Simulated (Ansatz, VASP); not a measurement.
**AlCu in VASP and in Ansatz**

```
Al Cu
1.0
     2.99751    0.00000    0.00000
     0.00000    2.99751    0.00000
     0.00000    0.00000    2.99751
Al Cu
1 1
Direct
  0.00000 0.00000 0.00000
  0.53336 0.50000 0.50000
```

Change from the starting cell: all Cu atoms moved -0.100 Å, as atom 2 towards its neighbour atom 2 (Cu) at 2.998 Å.

Alike in both runs: task single point; functional r2SCAN; k mesh 16 × 16 × 16; occupations gaussian, width 0.15 eV; no spin polarisation.

|  | VASP | Ansatz |
| --- | --- | --- |
| version | VASP 6.6.1 | Ansatz 0.2.0 |
| potentials or method | VASP PAW PBE potentials, release 64 (Al, Cu), cutoff 520 eV | scalar-relativistic, plane waves, PAW |
| valence electrons in the cell | 14 | 22 |

VASP gave:

| Item | Value |
| --- | --- |
| gap on the k mesh at the Fermi level (eV) | none |
| pressure (GPa) | -4.4 |
| traceless stress, the component that is largest in VASP (GPa) | -0.19 |
| rms of the force components (eV/Å) | 0.229 |

**Question.** Which values does Ansatz return?

**Answer.** gap on the k mesh at the Fermi level (eV): none; pressure (GPa): -4.4; traceless stress, the component that is largest in VASP (GPa): -0.22; rms of the force components (eV/Å): 0.230.

VASP's potentials were made for PBE, not for r2SCAN. Atom by atom the forces differ by 0.001 eV/Å (rms over components). A gap of «none» marks a metal or a gap that the smearing closes. With one functional, cell and mesh, what is left measures potentials, basis and numerics. VASP's potentials hold 14 valence electrons a cell and Ansatz's 22, so a difference there can come from the potentials and not from the codes.
